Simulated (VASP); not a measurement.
Wanted: the native input for a VASP 6.6.1 run.

| Item | Value |
| --- | --- |
| Task | single point |
| Functional | PBE |
| Potentials or basis | VASP PAW PBE potentials, release 64 (Ge_d, Te, O) |
| Cutoff | 520 eV |
| k mesh | 6 × 6 × 2 |
| Occupations | gaussian, width 0.1 eV |
| Spin | no spin polarisation |
| Dipole correction | no |
| Further INCAR settings | ALGO = Normal; EDIFF = 1e-06; NBANDS = 35 |

The structure of Ge2Te3O lies in POSCAR:

```
Ge2Te3O
1.0
    3.6202319144      0.0000000000      0.0000000000
    0.0000000000      3.6202319144      0.0000000000
    0.0000000000      0.0000000000     11.0112200238
Ge Te O
2 3 1
Direct
    0.0000000000      0.5000000000      0.7720787178
    0.5000000000      0.0000000000      0.2279212822
    0.5000000000      0.5000000000      0.0000000000
    0.0000000000      0.5000000000      0.3508052619
    0.5000000000      0.0000000000      0.6491947381
    0.0000000000      0.0000000000      0.0000000000
```

The input as run:

INCAR

```
SYSTEM = Ge2Te3O
ALGO = Normal ; EDIFF = 1E-6
ENCUT = 520 ; GGA = PE
ISIF = 2 ; ISMEAR = 0
LASPH = .TRUE. ; LCHARG = .TRUE.
LELF = .TRUE. ; LREAL = .FALSE.
LVHAR = .TRUE. ; LWAVE = .FALSE.
NBANDS = 35 ; NELM = 100
PREC = Accurate ; SIGMA = 0.1
```

KPOINTS

```
k-points
0
G
  6 6 2
  0 0 0
```

Potentials or basis: VASP PAW PBE potentials, release 64 (Ge_d, Te, O).

Command:

```bash
$ cat potpaw_PBE.64/Ge_d/POTCAR potpaw_PBE.64/Te/POTCAR potpaw_PBE.64/O/POTCAR > POTCAR
$ mpirun -np 1 vasp_std > vasp.out
```

It gave:

* Pressure: 0.0 GPa
* Largest force: 0.039 eV/Å
* Band gap on the k mesh: zero (band 26 reaches 6.55 eV, above the bottom of band 27 at 5.57 eV)

Caveat: spin-orbit coupling is left out, which moves the levels of the heavy elements; this functional lacks dispersion, which binds the layers, so the pressure and a relaxed spacing across them are unreliable.

Run time: 45 s on 1 thread of Intel(R) Xeon(R) 6975P-C (Granite Rapids) (shared host), peak memory 0.29 GiB.
